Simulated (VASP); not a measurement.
Write the native input for VASP 6.6.1 that does the following.

```
Task                   : single point
Functional             : PBE
Potentials or basis    : VASP PAW PBE potentials, release 64 (Pr_3, Be, Si), 4f in core
Cutoff                 : 600 eV
k mesh                 : 4 × 4 × 4
Occupations            : gaussian, width 0.2 eV
Spin                   : no spin polarisation
Dipole correction      : no
Further INCAR settings : ALGO = Normal; EDIFF = 1e-06; NBANDS = 32
```

The structure of PrBe3Si lies in POSCAR:

```
PrBe3Si
1.0
    1.9689960676     -1.9683672102     -4.7686806002
    1.9670411587     -1.9677310731      4.7669909915
   -3.9233698509     -3.9233666280     -0.0002909504
Pr Be Si
2 6 2
Direct
    0.9792886020      0.0205903079      1.0000250889
    0.4798692043      0.5201359292      0.5000279155
    0.1025786775      0.8975247926      0.4999486134
    0.6035395950      0.3966763574     -0.0000354990
    0.9749942596      0.5273754093      0.7494049250
    0.4727416146      0.0251596456      0.2503174363
    0.4726072331      0.0250012816      0.7497034761
    0.9749812752      0.5273306998      0.2505725333
    0.3550042006      0.6447688887     -0.0000173830
    0.8543953178      0.1454367083      0.5000528934
```

One way to write it, as run:

INCAR

```
SYSTEM = PrBe3Si
PREC = Accurate
ENCUT = 600
EDIFF = 1E-6
ISMEAR = 0
SIGMA = 0.2
LREAL = .FALSE.
LASPH = .TRUE.
NELM = 200
ALGO = Normal
ISIF = 2
LWAVE = .FALSE.
LCHARG = .FALSE.
GGA = PE
NBANDS = 32
GGA_COMPAT = .FALSE.
LMAXMIX = 6
```

KPOINTS

```
Automatic mesh
0
G
  4 4 4
  0 0 0
```

Potentials or basis: VASP PAW PBE potentials, release 64 (Pr_3, Be, Si), 4f in core.

Launch:

```sh
$ cat potpaw_PBE.64/Pr_3/POTCAR potpaw_PBE.64/Be/POTCAR potpaw_PBE.64/Si/POTCAR > POTCAR
$ mpirun -np 1 vasp_std > vasp.out
```

Results of the run:

The pressure is 0.1 GPa. The largest force is 0.011 eV/Å and the band gap on the k mesh is zero (bands 21 and 22 overlap by 1.42 eV).

Caveat: spin-orbit coupling is left out, which moves the levels of the heavy elements; the 4f electrons are frozen in the core, so they carry no moment and show no levels.

It took 2.9 min on 1 thread of Intel(R) Xeon(R) Platinum 8488C (Sapphire Rapids), with other jobs on the host, peak memory 0.45 GiB.
